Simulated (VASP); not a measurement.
Runs of VASP 6.6.1 on LiH. The structure is hexagonal, space group P6_3/mmc (No. 194). The conventional cell has a = 2.782 Å, b = 2.782 Å, c = 4.873 Å, α = 90.00°, β = 90.00°, γ = 120.00°. Li (site symmetry -3m) has 6 H at 2.02 Å and 2 Li at 2.44 Å within 2.7 Å. H (site symmetry -6m2) has 6 Li at 2.02 Å within 2.7 Å. 

| level | potentials or basis | k mesh | grid for exact exchange (PRECFOCK) | screening parameter | gap on the mesh (eV) |
| --- | --- | --- | --- | --- | --- |
| PBE | VASP PAW PBE potentials, release 64 (Li_sv, H) | 6 × 6 × 4 | - | - | 4.36 |
| LDA | VASP PAW LDA potentials, release 64 (Li_sv, H) | 6 × 6 × 4 | - | - | 4.05 |
| HSE06 | VASP PAW PBE potentials, release 64 (Li_sv, H) | 6 × 6 × 4 | Normal | 0.2079 1/Å | (a) |
| r2SCAN | VASP PAW PBE potentials, release 64 (Li_sv, H) | 6 × 6 × 4 | - | - | 5.01 |
| PBE | VASP PAW PBE potentials, release 64 (Li_sv, H) | 9 × 9 × 4 | - | - | (b) |

Alike in all rows: task single point; no spin polarisation; cell as given; cutoff (eV) 520; smearing gaussian 0.01 eV.

Estimate the missing entries.

(a) 5.39; (b) 4.49.

Caveats: some runs use coarse meshes.

A k mesh can miss the band edges.
